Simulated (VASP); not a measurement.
# CsRb (Cmmm) in VASP: single point with LDA

Aim: the single point of CsRb with LDA.

All numbers are computed with VASP 6.6.1; they aren't measurements. Logs are shortened: lines on timing, memory, paths and dates and some standing lists are left out, and cuts for length are marked.

### 1 The cell of the first run

Symmetry: Cmmm, No. 65, orthorhombic system. Conventional cell: a = 6.076 Å, b = 8.506 Å, c = 8.390 Å, α = 90.00°, β = 90.00°, γ = 90.00°.

### 2 Single point, LDA

Input file INCAR:

```
PREC     = Accurate       # precision mode
ENCUT    = 520            # plane-wave cutoff, eV
EDIFF    = 1E-6           # SCF threshold, eV
ISMEAR   = 0              # smearing method
SIGMA    = 0.1            # smearing width, eV
LREAL    = F              # projectors in reciprocal space
LASPH    = T              # aspherical terms in the spheres
NELM     = 60             # most SCF steps
ALGO     = Normal         # electronic algorithm
ISIF     = 2              # what is computed and relaxed
LWAVE    = F              # write WAVECAR
LCHARG   = T              # write CHGCAR
GGA      = CA             # functional
LELF     = T              # ELF
LVHAR    = T            
NBANDS   = 16             # bands
```

Input file KPOINTS:

```
Automatic mesh
0
Gamma
  5 5 3
```

Input file POSCAR:

```
CsRb
1.0
    3.0378640000     -4.2531530000      0.0000000000
    3.0378640000      4.2531530000      0.0000000000
    0.0000000000      0.0000000000      8.3899400000
Cs Rb
1 1
Direct
    0.0000000000      0.0000000000      0.0000000000
    0.5000000000      0.5000000000      0.5000000000
```

Potentials or basis: VASP PAW LDA potentials, release 64 (Cs_sv, Rb_sv).

Launch:

```sh
cat potpaw_LDA.64/Cs_sv/POTCAR potpaw_LDA.64/Rb_sv/POTCAR > POTCAR
mpirun -np 1 vasp_std > vasp.out
```

OUTCAR:

```text
PREC = Accurate
   ENCUT = 520
   EDIFF = 1E-6
   ISMEAR = 0
   LREAL = F
   LASPH = T
   NELM = 60
   ISIF = 2
   GGA = CA

 ion  position               nearest neighbor table
   1  0.000  0.000  0.000-
   2  0.500  0.500  0.500-

  LATTYP: Found a base centered orthorhombic cell.
 ALAT       =     6.0757280000
 B/A-ratio  =     1.4000472042
 C/A-ratio  =     1.3808946023

  Lattice vectors:

 A1 = (   3.0378640000,  -4.2531530000,   0.0000000000)
 A2 = (   3.0378640000,   4.2531530000,   0.0000000000)
 A3 = (   0.0000000000,   0.0000000000,   8.3899400000)

Analysis of symmetry for initial positions (statically):
=====================================================================
 Subroutine PRICEL returns:
 Original cell was already a primitive cell.

 Routine SETGRP: Setting up the symmetry group for a
 base centered orthorhombic supercell.

 Subroutine GETGRP returns: Found  8 space group operations
 (whereof  8 operations were pure point group operations)
 out of a pool of  8 trial point group operations.

The static configuration has the point symmetry D_2h.

Analysis of symmetry for dynamics (positions and initial velocities):
=====================================================================
 Subroutine PRICEL returns:
 Original cell was already a primitive cell.

 Routine SETGRP: Setting up the symmetry group for a
 base centered orthorhombic supercell.

 Subroutine GETGRP returns: Found  8 space group operations
 (whereof  8 operations were pure point group operations)
 out of a pool of  8 trial point group operations.

The dynamic configuration has the point symmetry D_2h.

 Subroutine INISYM returns: Found  8 space group operations
 (whereof  8 operations are pure point group operations),
 and found     1 'primitive' translations

----------------------------------------------------------------------------------------

                                     Primitive cell

  volume of cell :     216.8044

  direct lattice vectors                    reciprocal lattice vectors
     3.037864000 -4.253153000  0.000000000     0.164589330 -0.117559843  0.000000000
     3.037864000  4.253153000  0.000000000     0.164589330  0.117559843  0.000000000
     0.000000000  0.000000000  8.389940000     0.000000000  0.000000000  0.119190364

  length of vectors
     5.226655539  5.226655539  8.389940000     0.202262118  0.202262118  0.119190364

  position of ions in fractional coordinates (direct lattice)
     0.000000000  0.000000000  0.000000000
     0.500000000  0.500000000  0.500000000

  ion indices of the primitive-cell ions
   primitive index   ion index
                 1           1
                 2           2

----------------------------------------------------------------------------------------

 KPOINTS: Automatic mesh

Automatic generation of k-mesh.
 Grid dimensions read from file:
 generate k-points for:    5    5    3

 Generating k-lattice:

  Cartesian coordinates                     Fractional coordinates (reciprocal lattice)
     0.032917866 -0.023511969  0.000000000     0.200000000 -0.000000000  0.000000000
     0.032917866  0.023511969  0.000000000    -0.000000000  0.200000000  0.000000000
     0.000000000  0.000000000  0.039730121     0.000000000  0.000000000  0.333333333

  Length of vectors
     0.040452424  0.040452424  0.039730121

  Shift w.r.t. Gamma in fractional coordinates (k-lattice)
     0.000000000  0.000000000  0.000000000

 Subroutine IBZKPT returns following result:
 ===========================================

 Found     18 irreducible k-points:

 Following reciprocal coordinates:
            Coordinates               Weight
  0.000000  0.000000  0.000000      1.000000
  0.200000  0.000000  0.000000      4.000000
  0.400000 -0.000000  0.000000      4.000000
  0.200000  0.200000  0.000000      2.000000
  0.400000  0.200000  0.000000      4.000000
 -0.400000  0.200000  0.000000      4.000000
[... 10 lines left out ...]
  0.400000  0.400000  0.333333      4.000000
 -0.400000  0.400000  0.333333      4.000000
   k-points           NKPTS =     18   k-points in BZ     NKDIM =     18   number of bands    NBANDS=     16
   number of dos      NEDOS =    301   number of ions     NIONS =      2
   total plane-waves  NPLWV = 102400
   dimension x,y,z NGX =    40 NGY =   40 NGZ =   64
   dimension x,y,z NGXF=    80 NGYF=   80 NGZF=  128
   ions per type =               1   1
   NGX,Y,Z   is equivalent  to a cutoff of  12.72, 12.72, 12.68 a.u.
   NGXF,Y,Z  is equivalent  to a cutoff of  25.45, 25.45, 25.36 a.u.
 SYSTEM =  unknown system
   PREC   = accura    normal or accurate (medium, high low for compatibility)
   ISTART =      0    job   : 0-new  1-cont  2-samecut
   ICHARG =      2    charge: 1-file 2-atom 10-const
   ISPIN  =      1    spin polarized calculation?
   LNONCOLLINEAR =      F non collinear calculations
   LSORBIT =      F    spin-orbit coupling
   LASPH  =      T    aspherical Exc in radial PAW
   ENCUT  =  520.0 eV  38.22 Ry    6.18 a.u.   9.72  9.72 15.60*2*pi/ulx,y,z
   NELM   =     60;   NELMIN=  2; NELMDL= -5     # of ELM steps
   EDIFF  = 0.1E-05   stopping-criterion for ELM
   LREAL  =      F    real-space projection
   EDIFFG = 0.1E-04   stopping-criterion for IOM
   NSW    =      0    number of steps for IOM
   IBRION =     -1    ionic relax: 0-MD 1-quasi-New 2-CG
   NFREE  =      0    steps in history (QN), initial steepest desc. (CG)
   ISIF   =      2    stress and relaxation
   ISYM   =      2    0-nonsym 1-usesym 2-fastsym
   POTIM  = 0.5000    time-step for ionic-motion
   TEBEG  =    0.0;   TEEND  =   0.0 temperature during run
   PSTRESS=    0.0 pullay stress
   NELECT =      18.0000    total number of electrons
   NUPDOWN=      -1.0000    fix difference up-down
   EMIN   =  10.00;   EMAX   =-10.00  energy-range for DOS
   EFERMI =   0.00;   METHOD = LEGACY
   ISMEAR =     0;   SIGMA  =   0.10  broadening in eV -4-tet -1-fermi 0-gaus
   EFERMI_NEDOS =   21; number of points for ismear=-14 and -15
   IALGO  =     38    algorithm
   IMIX   =      4    mixing-type and parameters
     AMIX     =   0.40;   BMIX     =  1.00
     AMIX_MAG =   1.60;   BMIX_MAG =  1.00
  volume/ion in A,a.u.               =     108.40       731.53
  Fermi-wavevector in a.u.,A,eV,Ry     =   0.714183  1.349610  6.939755  0.510058
  Thomas-Fermi vector in A             =   1.802016
   LORBIT       =      0    0 simple, 1 ext, 2 COOP (PROOUT), +10 PAW based schemes
   GGA     = CA    functional components
   LHFCALC =     F    Hartree Fock is set to
   AEXX    =    0.0000 exact exchange contribution
   IVDW    =     0    specifies the selected vdW correction
   LEPSILON=     F    determine dielectric tensor
   LRPA    =     F    only Hartree local field effects (RPA)
 non-spin polarized calculation
 Gauss-broadening in eV      SIGMA  =   0.10
  energy-cutoff  :      520.00
  volume of cell :      216.80
 maximum number of plane-waves:      5869
   NGX = 19   NGY = 19   NGZ = 31

 number of electron      17.9999996 magnetization

 Free energy of the ion-electron system (eV)
  ---------------------------------------------------
  ext. energy  EPLUGINS =         0.00000000
  ---------------------------------------------------
  free energy    TOTEN  =        -1.99672574 eV

  energy without entropy =       -1.98685669  energy(sigma->0) =       -1.99179121

 E-fermi :  -0.0194     XC(G=0):  -5.4760

 val. band max:       -0.0563682333   @ k =   0.4000   0.2000   0.0000
 cond. band min:       0.0090850367   @ k =   0.2000   0.2000   0.3333
 fundamental gap:      0.0654532701
 Fermi energy:        -0.0193554143

 k-point     1 :       0.0000    0.0000    0.0000
  band No.  band energies     occupation
      1     -28.9046      2.00000
      2     -23.8943      2.00000
      3     -13.0553      2.00000
      4     -13.0298      2.00000
      5     -13.0162      2.00000
      6     -10.6941      2.00000
[... 8 lines left out ...]
     15       3.0718      0.00000
     16       3.2553      0.00000

 k-point     2 :       0.2000    0.0000    0.0000
  band No.  band energies     occupation
      1     -28.9043      2.00000
      2     -23.8929      2.00000
      3     -13.0538      2.00000
      4     -13.0381      2.00000
      5     -13.0209      2.00000
      6     -10.6898      2.00000
[... 8 lines left out ...]
     15       2.9708      0.00000
     16       3.2260      0.00000

 k-point     3 :       0.4000   -0.0000    0.0000
  band No.  band energies     occupation
      1     -28.9038      2.00000
      2     -23.8905      2.00000
      3     -13.0568      2.00000
      4     -13.0512      2.00000
      5     -13.0230      2.00000
      6     -10.7480      2.00000
[... 8 lines left out ...]
     15       3.2067      0.00000
     16       3.3429      0.00000

 k-point     4 :       0.2000    0.2000    0.0000
  band No.  band energies     occupation
      1     -28.9040      2.00000
      2     -23.8913      2.00000
      3     -13.0520      2.00000
      4     -13.0423      2.00000
      5     -13.0308      2.00000
      6     -10.6932      2.00000
[... 8 lines left out ...]
     15       2.5597      0.00000
     16       2.5757      0.00000
[... 210 lines left out ...]
 k-point    16 :      -0.2000    0.2000    0.3333
  band No.  band energies     occupation
      1     -28.9041      2.00000
      2     -23.8917      2.00000
      3     -13.0525      2.00000
      4     -13.0364      2.00000
      5     -13.0314      2.00000
      6     -10.6876      2.00000
[... 8 lines left out ...]
     15       2.5551      0.00000
     16       2.8821      0.00000

 k-point    17 :       0.4000    0.4000    0.3333
  band No.  band energies     occupation
      1     -28.9032      2.00000
      2     -23.8874      2.00000
      3     -13.0555      2.00000
      4     -13.0493      2.00000
      5     -13.0485      2.00000
      6     -10.7554      2.00000
[... 8 lines left out ...]
     15       3.0517      0.00000
     16       3.1359      0.00000

 k-point    18 :      -0.4000    0.4000    0.3333
  band No.  band energies     occupation
      1     -28.9032      2.00000
      2     -23.8875      2.00000
      3     -13.0557      2.00000
      4     -13.0487      2.00000
      5     -13.0470      2.00000
      6     -10.7563      2.00000
[... 8 lines left out ...]
     15       2.6791      0.00000
     16       2.6837      0.00000

------------------------ aborting loop because EDIFF is reached ----------------------------------------

  FORCE on cell =-STRESS in cart. coord.  units (eV):
  Direction    XX          YY          ZZ          XY          YZ          ZX
  --------------------------------------------------------------------------------------
  -------------------------------------------------------------------------------------
  Total       -0.6741120     -0.5739752     -0.5902963      0.0000000      0.0000000      0.0000000
  in kB       -4.9816646     -4.2416566     -4.3622695      0.0000000      0.0000000      0.0000000
  external PRESSURE =      -4.5285302 kB  Pullay stress =       0.0000000 kB

 VOLUME and BASIS-vectors are now :
 -----------------------------------------------------------------------------
  energy-cutoff  :      520.00
  volume of cell :      216.80
      direct lattice vectors                 reciprocal lattice vectors
     3.037864000 -4.253153000  0.000000000     0.164589330 -0.117559843  0.000000000
     3.037864000  4.253153000  0.000000000     0.164589330  0.117559843  0.000000000
     0.000000000  0.000000000  8.389940000     0.000000000  0.000000000  0.119190364

 POSITION                                       TOTAL-FORCE (eV/Angst)
 -----------------------------------------------------------------------------------
      0.00000      0.00000      0.00000         0.000000     -0.000000      0.000000
      3.03786      0.00000      4.19497         0.000000      0.000000      0.000000
 -----------------------------------------------------------------------------------
    total drift:                                0.000000      0.000000     -0.000000

  FREE ENERGIE OF THE ION-ELECTRON SYSTEM (eV)
  ---------------------------------------------------
  free  energy   TOTEN  =        -1.9967257436 eV

  energy  without entropy=       -1.9868566860  energy(sigma->0) =       -1.99179121
```

It took 39 s on 1 thread of Intel Xeon Platinum 8375C at 2.90GHz (Ice Lake), shared host; peak memory 0.27 GiB.

What came out:

| Property | Result |
| --- | --- |
| Free energy | -1.9967 eV |
| Pressure | -0.5 GPa |
| Band gap on the k mesh | zero (band 9 reaches 0.51 eV, above the bottom of band 10 at -0.68 eV) |

Caveat: spin-orbit coupling is left out, which moves the levels of the heavy elements.
